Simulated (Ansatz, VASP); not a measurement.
## Two plane-wave programs on AlN

File INCAR:

```
SYSTEM = AlN
PREC = Accurate
ENCUT = 520
EDIFF = 1E-6
ISMEAR = 0
SIGMA = 0.05
LREAL = .FALSE.
LASPH = .TRUE.
NELM = 80
ALGO = Normal
ISIF = 2
LWAVE = .FALSE.
LCHARG = .FALSE.
GGA = PE
NBANDS = 26
```

KPOINTS

```
Automatic mesh
0
G
  6 6 6
  0 0 0
```

The input POSCAR:

```
AlN
1.0
    4.3679871192      0.0000000000      0.0000000000
    0.0000000000     -4.3679871192      0.0000000000
    0.0000000000      0.0000000000     -4.3679871192
Al N
4 4
Direct
    0.0404709745      0.4595290255      0.5000000000
    0.5000000000      0.0000000000      0.5000000000
    0.5000000000      0.5000000000      0.0000000000
    0.0000000000      0.0000000000      0.0000000000
    0.7500000000      0.7500000000      0.7500000000
    0.2500000000      0.2500000000      0.7500000000
    0.2500000000      0.7500000000      0.2500000000
    0.7500000000      0.2500000000      0.2500000000
```

Input for Ansatz:

```yaml
crystal:
  lattice:
    - [4.3679871192, 0.0, 0.0]
    - [0.0, -4.3679871192, 0.0]
    - [0.0, 0.0, -4.3679871192]
  atoms:
    - { symbol: Al, position: [0.0404709745, 0.4595290255, 0.5] }
    - { symbol: Al, position: [0.5, 0.0, 0.5] }
    - { symbol: Al, position: [0.5, 0.5, 0.0] }
    - { symbol: Al, position: [0.0, 0.0, 0.0] }
    - { symbol: "N", position: [0.75, 0.75, 0.75] }
    - { symbol: "N", position: [0.25, 0.25, 0.75] }
    - { symbol: "N", position: [0.25, 0.75, 0.25] }
    - { symbol: "N", position: [0.75, 0.25, 0.25] }
basis:
  ecutwfc: 420
kpoints:
  mp_grid: { grid: [6, 6, 6] }
hamiltonian:
  xc: pbe
scf:
  occupations: { method: gaussian, width: 0.05 }
output:
  forces: true
  stress: true
  eigenvalues: true
```

Alike in both runs: task single point; functional PBE; k mesh 6 × 6 × 6; occupations gaussian, width 0.05 eV; no spin polarisation.

|  | VASP | Ansatz |
| --- | --- | --- |
| version | VASP 6.6.1 | Ansatz 0.2.0 |
| potentials or method | VASP PAW PBE potentials, release 64 (Al, N), cutoff 520 eV | scalar-relativistic, plane waves, PAW |
| valence electrons in the cell | 32 | 32 |

|  | VASP | Ansatz | Ansatz less VASP |
| --- | --- | --- | --- |
| gap on the k mesh at the Fermi level (eV) | 2.27 | 2.28 | +0.008 |
| least direct gap on the mesh (eV) | 2.27 | 2.28 | +0.008 |
| pressure (GPa) | 6.9 | 7.1 | +0.24 |
| traceless stress, the component that is largest in VASP (GPa) | -3.79 | -3.76 | +0.033 |
| rms of the force components (eV/Å) | 1.466 | 1.459 | -0.0065 |

Atom by atom the forces differ by 0.008 eV/Å (rms over components).
